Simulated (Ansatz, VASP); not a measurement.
**TiSe2 in VASP and in Ansatz**

```xyz
3
Lattice="3.5408 0.0000 0.0000 -1.7704 3.0664 0.0000 0.0000 0.0000 6.0906" Properties=species:S:1:pos:R:3 pbc="T T T"
Ti    0.0000    0.0000    0.0000
Se    0.0000    2.0443    1.5226
Se    1.7704    1.0221    4.5681
```

Alike in both runs: task single point; functional HSE06; k mesh 6 × 6 × 2; occupations fermi-dirac, width 0.02 eV; no spin polarisation.

```csv
,VASP,Ansatz
version,VASP 6.6.1,Ansatz 0.2.0
potentials or method,"VASP PAW PBE potentials, release 64 (Ti_sv, Se)","plane waves, PAW"
plane-wave cutoff (eV),400,420
valence electrons in the cell,24,44
```

VASP gave:

* pressure (GPa): -0.2
* traceless stress, the component that is largest in VASP (GPa): 0.41
* rms of the force components (eV/Å): 0.077

Task: Estimate Ansatz's values.

Result: Pressure (GPa): 0.2; traceless stress, the component that is largest in VASP (GPa): 0.44; rms of the force components (eV/Å): 0.071.

Atom by atom the forces differ by 0.006 eV/Å (rms over components). The functional is the same, so the differences come from potentials, cutoffs and numerics. VASP's potentials hold 24 valence electrons a cell and Ansatz's 44, so a difference there can come from the potentials and not from the codes. Ansatz's warnings: filled band counts differ across k points, stress exchange threshold loose, stress scf threshold loose.

The k mesh is coarse, so the values compare programs but aren't converged.
